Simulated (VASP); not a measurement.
Here is a VASP 6.6.1 calculation.

INCAR

```
ALGO = Fast
EDIFF = 1E-7
EDIFFG = -0.01
ENCUT = 600
GGA = PE
IBRION = 2
ISIF = 3
ISMEAR = 0
LASPH = True
LCHARG = False
LREAL = False
LWAVE = False
NELM = 80
NSW = 100
PREC = Accurate
SIGMA = 0.1
```

KPOINTS

```
k-points
0
Gamma
  12 12 12
```

File POSCAR:

```
Hf3Cu
1.0
    4.2917181060      0.0000000000      0.0000000000
    0.0000000000      4.2917181060      0.0000000000
    0.0000000000      0.0000000000      4.2917181060
Hf Cu
3 1
Direct
    0.0000000000      0.5000000000      0.5000000000
    0.5000000000      0.0000000000      0.5000000000
    0.5000000000      0.5000000000      0.0000000000
    0.0000000000      0.0000000000      0.0000000000
```

Potentials or basis: VASP PAW PBE potentials, release 64 (Hf_pv, Cu).

The run is started by

```console
$ cat potpaw_PBE.64/Hf_pv/POTCAR potpaw_PBE.64/Cu/POTCAR > POTCAR
$ mpirun -np 1 vasp_std > vasp.out
```

Task: Predict the band gap on the k mesh.

Result: Zero (an odd number of electrons rules out a gap without spin polarisation).

Task: What does it give for the relaxed volume?

Result: 19.54 Å³/atom.

Step by step:
```tsv
step	energy change (eV)	largest force (eV/Å)	pressure (GPa)	volume (Å³)
1	0.0000	0.0000	-1.17	79.05
2	-0.0008	0.0000	1.00	77.42
3	-0.0033	0.0000	0.02	78.17
```

Caveat: spin-orbit coupling is left out, which moves the levels of the heavy elements.
